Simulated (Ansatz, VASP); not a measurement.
## TaN: VASP beside Ansatz

INCAR

```
ALGO     = Normal         # electronic algorithm
EDIFF    = 1E-6           # SCF threshold, eV
ENCUT    = 520            # plane-wave cutoff, eV
GGA      = PE             # functional
ISIF     = 2              # what is computed and relaxed
ISMEAR   = 0              # smearing method
LASPH    = True           # aspherical terms in the spheres
LCHARG   = False          # write CHGCAR
LREAL    = False          # projectors in reciprocal space
LWAVE    = False          # write WAVECAR
NBANDS   = 24             # bands
NELM     = 60             # most SCF steps
PREC     = Accurate       # precision mode
SIGMA    = 0.15           # smearing width, eV
```

KPOINTS

```
k-points
0
Gamma
  18 18 8
```

File POSCAR:

```
TaN
1.0
    3.3174577041      0.0000000000      0.0000000000
   -1.6587288521      2.8730026477      0.0000000000
    0.0000000000      0.0000000000      6.1701395839
Ta N
2 2
Direct
    0.3333333333      0.6666666667      0.0304880884
    0.6666666667      0.3333333333      0.5304880884
    0.3333333333      0.6666666667      0.3545119116
    0.6666666667      0.3333333333      0.8545119116
```

Input for Ansatz:

```yaml
crystal:
  lattice:
    - [3.3174577041, 0.0, 0.0]
    - [-1.6587288521, 2.8730026477, 0.0]
    - [0.0, 0.0, 6.1701395839]
  atoms:
    - { symbol: Ta, position: [0.3333333333, 0.6666666667, 0.0304880884] }
    - { symbol: Ta, position: [0.6666666667, 0.3333333333, 0.5304880884] }
    - { symbol: "N", position: [0.3333333333, 0.6666666667, 0.3545119116] }
    - { symbol: "N", position: [0.6666666667, 0.3333333333, 0.8545119116] }
basis:
  ecutwfc: 520.0
kpoints:
  mp_grid: { grid: [18, 18, 8] }
hamiltonian:
  xc: pbe
  pseudopotentials: { kind: paw, azcp: { folder: soft_1 } }
scf:
  occupations: { method: gaussian, width: 0.15 }
output:
  forces: true
  stress: true
  eigenvalues: true
```

Alike in both runs: task single point; functional PBE; k mesh 18 × 18 × 8; occupations gaussian, width 0.15 eV; no spin polarisation.

|  | VASP | Ansatz |
| --- | --- | --- |
| version | VASP 6.6.1 | Ansatz 0.2.0 |
| potentials or method | VASP PAW PBE potentials, release 64 (Ta_pv, N), cutoff 520 eV | scalar-relativistic, plane waves, PAW |
| valence electrons in the cell | 32 | 36 |

Ansatz gave:

```
gap on the k mesh at the Fermi level (eV)                     : none
pressure (GPa)                                                : -20.8
traceless stress, the component that is largest in VASP (GPa) : 2.56
rms of the force components (eV/Å)                            : 0.211
```

What did VASP give for the same quantities?

gap on the k mesh at the Fermi level (eV): none; pressure (GPa): -20.4; traceless stress, the component that is largest in VASP (GPa): 2.85; rms of the force components (eV/Å): 0.228.

Atom by atom the forces differ by 0.017 eV/Å (rms over components). A gap of «none» marks a metal or a gap that the smearing closes. VASP's potentials hold 32 valence electrons a cell and Ansatz's 36, so a difference there can come from the potentials and not from the codes.

Spin-orbit coupling is off throughout.
